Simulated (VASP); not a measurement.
# KF (Carobbiite): single point with PBE

KF (Carobbiite):

```
K F
1.0
     0.00000    2.73619    2.73619
     2.73619    0.00000    2.73619
     2.73619    2.73619    0.00000
K F
1 1
Direct
  0.00000 0.00000 0.00000
  0.50000 0.50000 0.50000
```

This cell differs from its parent crystal: volume changed by +3%.

```yaml
Program: VASP 6.6.1
Task: single point
Functional: PBE
Potentials_or_basis: VASP PAW PBE potentials, release 64 (K_sv, F)
Cutoff: 520 eV
k_mesh: 6 × 6 × 6
Occupations: gaussian, width 0.01 eV
Spin: no spin polarisation
```

- Pressure: -0.8 GPa
- Band gap on the k mesh: 5.81 eV, direct

Levels at points of the mesh, in eV from the valence-band top:
| k point | band 6 | band 7 | band 8 | band 9 | band 10 | band 11 |
| --- | --- | --- | --- | --- | --- | --- |
| (0.00, 0.00, 0.00) | 0.00 | 0.00 | 0.00 | 5.81 | 10.47 | 10.47 |
| (0.50, 0.00, 0.00) | -0.72 | -0.29 | -0.29 | 8.77 | 10.08 | 11.73 |
| (0.50, 0.50, 0.00) | -0.24 | -0.07 | -0.07 | 8.13 | 9.91 | 11.25 |

Wall time 5.7 s on 1 thread of AMD EPYC 9R45 96-Core Processor (Zen 5), with other jobs on the host, peak memory 0.13 GiB.
